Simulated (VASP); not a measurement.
# Si23H4O48 (a cell with a defect) in VASP: notebook

The runs below take Si23H4O48 (a cell with a defect) through single point, with PBE.

Everything below comes from runs of VASP 6.6.1. Logs are shortened: lines on timing, memory, paths and dates and some standing lists are left out, and cuts for length are marked.

## (1) The cell of the first run

The cell holds a defect, 75 atoms: a = 9.832 Å, b = 9.832 Å, c = 10.818 Å, α = 90.00°, β = 90.00°, γ = 120.00°.

## (2) Single point, PBE

INCAR reads:

```
PREC = Accurate ; ENCUT = 520
EDIFF = 1E-6 ; ISMEAR = 0
SIGMA = 0.02 ; LREAL = Auto
LASPH = T ; NELM = 60
ALGO = Normal ; ISIF = 2
LWAVE = F ; LCHARG = T
GGA = PE ; LELF = T
LVHAR = T ; NBANDS = 235
```

KPOINTS reads:

```
regular mesh
0
Gamma
  1 1 1
```

POSCAR reads:

```
Si23H4O48
1.0
    9.8316000000      0.0000000000      0.0000000000
   -4.9158000000      8.5144150000      0.0000000000
    0.0000000000      0.0000000000     10.8182000000
Si O H
23 48 4
Direct
    0.2668430000      0.0009767400      0.1634700000
    0.0028516000      0.2703680000      0.3357050000
    0.2306050000      0.2354080000      0.0001007300
    0.2653480000      0.9977494000      0.6636500000
    0.9932126000      0.2663560000      0.8350300000
    0.2323110000      0.2285110000      0.5017520000
    0.2682820000      0.5027390000      0.1672110000
    0.9997803800      0.7676140000      0.3331480000
    0.2338640000      0.7330290000      0.9966533000
    0.9989205000      0.7666930000      0.8327140000
    0.2344290000      0.7356140000      0.4976220000
    0.7692410000      0.0042952000      0.1672390000
    0.4984520000      0.2670890000      0.3326380000
    0.7266420000      0.2320240000      0.0002954000
    0.7657180000      0.0012322000      0.6669000000
    0.4945750000      0.2657660000      0.8320270000
    0.7327730000      0.2338080000      0.4992370000
    0.7651740000      0.5008340000      0.1672980000
    0.5011880000      0.7703670000      0.3320530000
    0.7350830000      0.7369020000      0.0012113000
    0.7631940000      0.4995590000      0.6663380000
    0.5046480000      0.7692100000      0.8316280000
    0.7327490000      0.7354920000      0.4996880000
    0.0687650000      0.2066210000      0.4462400000
    0.2961240000      0.3658270000      0.1099080000
    0.1402060000      0.4347450000      0.2786630000
    0.2024600000      0.0698960000      0.0553950000
    0.3623780000      0.2944360000      0.3913610000
    0.4306990000      0.1384180000      0.2213530000
    0.0654320000      0.2098730000      0.9457150000
    0.3038820000      0.3517710000      0.6166480000
    0.1356700000      0.4290170000      0.7780800000
    0.1997120000      0.0574320000      0.5499300000
    0.3584550000      0.2958220000      0.8879650000
    0.4284840000      0.1364520000      0.7217280000
    0.0679010000      0.7063220000      0.4438320000
    0.2991160000      0.8684090000      0.1031500000
    0.1368330000      0.9300380000      0.2735220000
    0.2040780000      0.5698520000      0.0580140000
    0.3639780000      0.7993980000      0.3865800000
    0.4342950000      0.6406840000      0.2215190000
    0.0677460000      0.7049810000      0.9423610000
    0.2993620000      0.8643310000      0.6090240000
    0.1350350000      0.9300380000      0.7738950000
    0.2058530000      0.5699500000      0.5554350000
    0.3593880000      0.7870590000      0.8833780000
    0.4574520000      0.6484340000      0.7143040000
    0.5683340000      0.2046660000      0.4411890000
    0.7907210000      0.3628830000      0.1097040000
    0.6344730000      0.4331810000      0.2768560000
    0.7032200000      0.0691220000      0.0573170000
    0.8658290000      0.2991990000      0.3913950000
    0.9337440000      0.1415760000      0.2241200000
    0.5617480000      0.2046160000      0.9436860000
    0.7914020000      0.3622690000      0.6109670000
    0.6303510000      0.4323090000      0.7751710000
    0.7053660000      0.0690910000      0.5554790000
    0.8539980000      0.2927100000      0.8882170000
    0.9307640000      0.1366270000      0.7244910000
    0.5684650000      0.7078670000      0.4422990000
    0.7990200000      0.8685060000      0.1101390000
    0.6394420000      0.9356300000      0.2772850000
    0.7054800000      0.5714430000      0.0574340000
    0.8637870000      0.7971160000      0.3899890000
    0.9305870000      0.6356190000      0.2243800000
    0.5697540000      0.7090080000      0.9453830000
    0.7944690000      0.8645580000      0.6107280000
    0.6368080000      0.9393260000      0.7782680000
    0.7041320000      0.5699330000      0.5561050000
    0.8633810000      0.7966100000      0.8896810000
    0.9285160000      0.6335080000      0.7246220000
    0.4522990000      0.5477660000      0.7253400000
    0.2297450000      0.3561110000      0.6755540000
    0.2822899300      0.5817902500      0.5871317500
    0.1163320000      0.4796660000      0.7069560000
```

Potentials or basis: VASP PAW PBE potentials, release 64 (Si, O, H).

Run with:

```sh
$ cat potpaw_PBE.64/Si/POTCAR potpaw_PBE.64/O/POTCAR potpaw_PBE.64/H/POTCAR > POTCAR
$ mpirun -np 1 vasp_gam > vasp.out
```

OUTCAR:

```text
PREC = Accurate
   ENCUT = 520
   EDIFF = 1E-6
   ISMEAR = 0
   LREAL = Auto
   LASPH = T
   NELM = 60
   ISIF = 2
   GGA = PE

 ion  position               nearest neighbor table
   1  0.267  0.001  0.163-  29 1.62  37 1.62  38 1.63  27 1.63   3 3.06  13 3.07   9 3.07   8 3.08

   2  0.003  0.270  0.336-  26 1.62  52 1.62  24 1.63  53 1.63  17 3.06   7 3.06   6 3.07  12 3.07

   3  0.231  0.235  0.000-  27 1.62  30 1.62  25 1.63  34 1.63   7 3.06  16 3.06   1 3.06   5 3.07

   4  0.265  0.998  0.664-  43 1.62  35 1.62  33 1.63  44 1.63   6 3.01  11 3.03  16 3.07  10 3.07

   5  0.993  0.266  0.835-  58 1.62  30 1.62  59 1.63  32 1.63  15 3.05  14 3.05   3 3.07
   6  0.232  0.229  0.502-  24 1.63  28 1.63  31 1.63  33 1.63   4 3.01  13 3.06   2 3.07
   7  0.268  0.503  0.167-  41 1.62  25 1.62  26 1.63  39 1.63  19 3.05   3 3.06   2 3.06   9 3.07
[... 77 lines left out ...]
  70  0.863  0.797  0.890-  10 1.62  20 1.63
  71  0.929  0.634  0.725-  21 1.62  10 1.63
  72  0.452  0.548  0.725-  47 0.97
  73  0.230  0.356  0.676-  31 0.99
  74  0.282  0.582  0.587-  45 0.78
  75  0.116  0.480  0.707-  32 0.99

  LATTYP: Found a hexagonal cell.
 ALAT       =     9.8316000000
 C/A-ratio  =     1.1003498922

  Lattice vectors:

 A1 = (   9.8316000000,   0.0000000000,   0.0000000000)
 A2 = (  -4.9158000000,   8.5144150000,   0.0000000000)
 A3 = (   0.0000000000,   0.0000000000,  10.8182000000)

Analysis of symmetry for initial positions (statically):
=====================================================================
 Subroutine PRICEL returns:
 Original cell was already a primitive cell.

 Routine SETGRP: Setting up the symmetry group for a
 hexagonal supercell.

 Subroutine GETGRP returns: Found  1 space group operations
 (whereof  1 operations were pure point group operations)
 out of a pool of 24 trial point group operations.

The static configuration has the point symmetry C_1 .

Analysis of symmetry for dynamics (positions and initial velocities):
=====================================================================
 Subroutine PRICEL returns:
 Original cell was already a primitive cell.

 Routine SETGRP: Setting up the symmetry group for a
 hexagonal supercell.

 Subroutine GETGRP returns: Found  1 space group operations
 (whereof  1 operations were pure point group operations)
 out of a pool of 24 trial point group operations.

The dynamic configuration has the point symmetry C_1 .

 Subroutine INISYM returns: Found  1 space group operations
 (whereof  1 operations are pure point group operations),
 and found     1 'primitive' translations

----------------------------------------------------------------------------------------

                                     Primitive cell

  volume of cell :     905.5950

  direct lattice vectors                    reciprocal lattice vectors
     9.831600000  0.000000000  0.000000000     0.101712844  0.058723941  0.000000000
    -4.915800000  8.514415000  0.000000000     0.000000000  0.117447881  0.000000000
     0.000000000  0.000000000 10.818200000     0.000000000  0.000000000  0.092436819

  length of vectors
     9.831600000  9.831599688 10.818200000     0.117447877  0.117447881  0.092436819

  position of ions in fractional coordinates (direct lattice)
     0.266843000  0.000976740  0.163470000
     0.002851600  0.270368000  0.335705000
     0.230605000  0.235408000  0.000100730
     0.265348000  0.997749400  0.663650000
     0.993212600  0.266356000  0.835030000
     0.232311000  0.228511000  0.501752000
[... 67 lines left out ...]
     0.282289930  0.581790250  0.587131750
     0.116332000  0.479666000  0.706956000

  ion indices of the primitive-cell ions
   primitive index   ion index
                 1           1
                 2           2
                 3           3
                 4           4
                 5           5
                 6           6
[... 67 lines left out ...]
                74          74
                75          75

----------------------------------------------------------------------------------------

 KPOINTS: regular mesh

Automatic generation of k-mesh.
 Grid dimensions read from file:
 generate k-points for:    1    1    1

 Generating k-lattice:

  Cartesian coordinates                     Fractional coordinates (reciprocal lattice)
     0.101712844  0.058723941  0.000000000     1.000000000  0.000000000  0.000000000
     0.000000000  0.117447881  0.000000000     0.000000000  1.000000000  0.000000000
     0.000000000  0.000000000  0.092436819     0.000000000  0.000000000  1.000000000

  Length of vectors
     0.117447877  0.117447881  0.092436819

  Shift w.r.t. Gamma in fractional coordinates (k-lattice)
     0.000000000  0.000000000  0.000000000

 Subroutine IBZKPT returns following result:
 ===========================================

 Found      1 irreducible k-points:

 Following reciprocal coordinates:
            Coordinates               Weight
  0.000000  0.000000  0.000000      1.000000
   k-points           NKPTS =      1   k-points in BZ     NKDIM =      1   number of bands    NBANDS=    235
   number of dos      NEDOS =    301   number of ions     NIONS =     75
   total plane-waves  NPLWV = 512000
   dimension x,y,z NGX =    80 NGY =   80 NGZ =   80
   dimension x,y,z NGXF=   160 NGYF=  160 NGZF=  160
   ions per type =              23  48   4
   NGX,Y,Z   is equivalent  to a cutoff of  13.53, 13.53, 12.29 a.u.
   NGXF,Y,Z  is equivalent  to a cutoff of  27.05, 27.05, 24.59 a.u.
 SYSTEM =  unknown system
   PREC   = accura    normal or accurate (medium, high low for compatibility)
   ISTART =      0    job   : 0-new  1-cont  2-samecut
   ICHARG =      2    charge: 1-file 2-atom 10-const
   ISPIN  =      1    spin polarized calculation?
   LNONCOLLINEAR =      F non collinear calculations
   LSORBIT =      F    spin-orbit coupling
   LASPH  =      T    aspherical Exc in radial PAW
   ENCUT  =  520.0 eV  38.22 Ry    6.18 a.u.  18.28 18.28 20.11*2*pi/ulx,y,z
   NELM   =     60;   NELMIN=  2; NELMDL= -5     # of ELM steps
   EDIFF  = 0.1E-05   stopping-criterion for ELM
   LREAL  =      T    real-space projection
   EDIFFG = 0.1E-04   stopping-criterion for IOM
   NSW    =      0    number of steps for IOM
   IBRION =     -1    ionic relax: 0-MD 1-quasi-New 2-CG
   NFREE  =      0    steps in history (QN), initial steepest desc. (CG)
   ISIF   =      2    stress and relaxation
   ISYM   =      2    0-nonsym 1-usesym 2-fastsym
   POTIM  = 0.5000    time-step for ionic-motion
   TEBEG  =    0.0;   TEEND  =   0.0 temperature during run
   PSTRESS=    0.0 pullay stress
   NELECT =     384.0000    total number of electrons
   NUPDOWN=      -1.0000    fix difference up-down
   EMIN   =  10.00;   EMAX   =-10.00  energy-range for DOS
   EFERMI =   0.00;   METHOD = LEGACY
   ISMEAR =     0;   SIGMA  =   0.02  broadening in eV -4-tet -1-fermi 0-gaus
   EFERMI_NEDOS =   21; number of points for ismear=-14 and -15
   IALGO  =     38    algorithm
   IMIX   =      4    mixing-type and parameters
     AMIX     =   0.40;   BMIX     =  1.00
     AMIX_MAG =   1.60;   BMIX_MAG =  1.00
  volume/ion in A,a.u.               =      12.07        81.48
  Fermi-wavevector in a.u.,A,eV,Ry     =   1.229912  2.324196 20.581296  1.512683
  Thomas-Fermi vector in A             =   2.364781
   LORBIT       =      0    0 simple, 1 ext, 2 COOP (PROOUT), +10 PAW based schemes
   GGA     = PE    functional components
   LHFCALC =     F    Hartree Fock is set to
   AEXX    =    0.0000 exact exchange contribution
   IVDW    =     0    specifies the selected vdW correction
   LEPSILON=     F    determine dielectric tensor
   LRPA    =     F    only Hartree local field effects (RPA)
 non-spin polarized calculation
 Gauss-broadening in eV      SIGMA  =   0.02
  energy-cutoff  :      520.00
  volume of cell :      905.60
 maximum number of plane-waves:     12195
 NGX is ok and might be reduce to    80
   NGX = 37   NGY = 37   NGZ = 41

 number of electron     384.0000014 magnetization

 Free energy of the ion-electron system (eV)
  ---------------------------------------------------
  ext. energy  EPLUGINS =         0.00000000
  ---------------------------------------------------
  free energy    TOTEN  =      -571.88231693 eV

  energy without entropy =     -571.88231693  energy(sigma->0) =     -571.88231693

 E-fermi :   1.2430     XC(G=0):  -9.2351

 val. band max:        1.0605781205   @ k =   0.0000   0.0000   0.0000
 cond. band min:       6.8009177637   @ k =   0.0000   0.0000   0.0000
 fundamental gap:      5.7403396433
 Fermi energy:         1.2429891732

 k-point     1 :       0.0000    0.0000    0.0000
  band No.  band energies     occupation
      1     -18.8157      2.00000
      2     -18.3090      2.00000
      3     -17.9081      2.00000
      4     -17.9001      2.00000
      5     -17.8693      2.00000
      6     -17.8512      2.00000
[... 196 lines left out ...]
    203       9.8044      0.00000
    204       9.8518      0.00000
 [bands above 204 left out]

------------------------ aborting loop because EDIFF is reached ----------------------------------------

  FORCE on cell =-STRESS in cart. coord.  units (eV):
  Direction    XX          YY          ZZ          XY          YZ          ZX
  --------------------------------------------------------------------------------------
  -------------------------------------------------------------------------------------
  Total       26.8476440     17.3203905     17.2896308      2.0669422     -0.1792102      6.2208089
  in kB       47.4988113     30.6432088     30.5887888      3.6568311     -0.3170585     11.0058457
  external PRESSURE =      36.2436030 kB  Pullay stress =       0.0000000 kB

 VOLUME and BASIS-vectors are now :
 -----------------------------------------------------------------------------
  energy-cutoff  :      520.00
  volume of cell :      905.60
      direct lattice vectors                 reciprocal lattice vectors
     9.831600000  0.000000000  0.000000000     0.101712844  0.058723941  0.000000000
    -4.915800000  8.514415000  0.000000000     0.000000000  0.117447881  0.000000000
     0.000000000  0.000000000 10.818200000     0.000000000  0.000000000  0.092436819

 POSITION                                       TOTAL-FORCE (eV/Angst)
 -----------------------------------------------------------------------------------
      2.61869      0.00832      1.76845         0.017621      0.001587     -0.024410
     -1.30104      2.30203      3.63172        -0.010157     -0.022212     -0.014606
      1.11000      2.00436      0.00109        -0.003113      0.000857     -0.021912
     -2.29594      8.49525      7.17950        -0.025074      0.060153      0.052789
      8.45552      2.26787      9.03352         0.004813     -0.038425      0.021358
      1.16067      1.94564      5.42805         0.020336      0.022122      0.016256
[... 67 lines left out ...]
     -0.08460      4.95360      6.35171        18.664797      2.160226      9.187681
     -1.21421      4.08408      7.64799        -0.031856     -0.015197      0.060102
 -----------------------------------------------------------------------------------
    total drift:                               -0.019737      0.002592     -0.013767

  FREE ENERGIE OF THE ION-ELECTRON SYSTEM (eV)
  ---------------------------------------------------
  free  energy   TOTEN  =      -571.8823169333 eV

  energy  without entropy=     -571.8823169333  energy(sigma->0) =     -571.88231693
```

Wall time 6.9 min (1 thread of AMD EPYC 7R13 (Zen 3), shared host); peak memory 0.95 GiB.

What came out:

```
Free energy            : -571.8823 eV
Pressure               : 3.6 GPa
Largest force          : 20.915 eV/Å
Band gap on the k mesh : 5.74 eV
```

Forces in eV/Å, atoms in the order of the input:
```
Si    0.018   0.002  -0.024
Si   -0.010  -0.022  -0.015
Si   -0.003   0.001  -0.022
Si   -0.025   0.060   0.053
Si    0.005  -0.038   0.021
Si    0.020   0.022   0.016
Si    0.024  -0.001  -0.044
Si   -0.056   0.027  -0.040
Si    0.032   0.000  -0.045
Si   -0.027   0.009   0.025
Si   -0.342   0.286  -0.227
Si    0.016  -0.011  -0.030
Si   -0.010   0.017  -0.001
Si   -0.011  -0.019  -0.005
Si   -0.022  -0.061   0.037
Si   -0.014   0.035   0.004
Si   -0.009  -0.028   0.017
Si   -0.005  -0.003  -0.021
Si    0.110   0.001  -0.017
Si   -0.070  -0.017  -0.034
Si   -0.040  -0.001   0.013
Si    0.036  -0.181  -0.204
Si   -0.048  -0.024   0.055
O    -0.009   0.021  -0.009
O    -0.016   0.001   0.005
O     0.003   0.004   0.025
O     0.014   0.002   0.014
O    -0.007  -0.015  -0.002
O    -0.010   0.003   0.009
O    -0.005   0.015  -0.008
O    -0.010  -0.039  -0.075
O     0.003   0.029  -0.054
O     0.020  -0.026  -0.003
O     0.000  -0.019   0.014
O    -0.016  -0.024  -0.019
O     0.094  -0.024   0.052
O    -0.016   0.001   0.014
O     0.014  -0.017   0.007
O     0.006  -0.003   0.020
O    -0.054  -0.086   0.101
O    -0.021   0.010   0.020
O    -0.005   0.006  -0.008
O     0.039  -0.151  -0.064
O     0.026  -0.002  -0.027
O   -18.342  -2.312  -9.078
O    -0.061   0.009   0.054
O    -0.018   0.213   0.178
O     0.000   0.006  -0.006
O    -0.008  -0.003   0.000
O     0.011  -0.004   0.000
O     0.012   0.007   0.011
O     0.010   0.001   0.006
O    -0.007   0.018   0.014
O     0.002   0.005  -0.001
O     0.009  -0.002  -0.015
O     0.026  -0.015  -0.009
O     0.000   0.024  -0.014
O     0.008  -0.006   0.005
O     0.004   0.030   0.004
O    -0.028   0.023  -0.046
O    -0.002   0.012   0.013
O    -0.012  -0.011   0.007
O     0.025  -0.004   0.021
O     0.023  -0.009  -0.001
O     0.004   0.015   0.024
O     0.048   0.026   0.083
O     0.007   0.003  -0.027
O     0.022   0.074  -0.008
O     0.031   0.004  -0.004
O     0.022  -0.008   0.002
O     0.016   0.003  -0.004
H    -0.034  -0.048  -0.056
H    -0.019   0.059   0.072
H    18.665   2.160   9.188
H    -0.032  -0.015   0.060
```

Levels at points of the mesh, in eV from the valence-band top:
| k point | band 190 | band 191 | band 192 | band 193 | band 194 | band 195 |
| --- | --- | --- | --- | --- | --- | --- |
| (0.00, 0.00, 0.00) | -0.14 | -0.11 | 0.00 | 5.74 | 7.67 | 7.74 |

Caveat: the k points lie up to 0.74 Å⁻¹ apart.

[end of part 1 of 2]
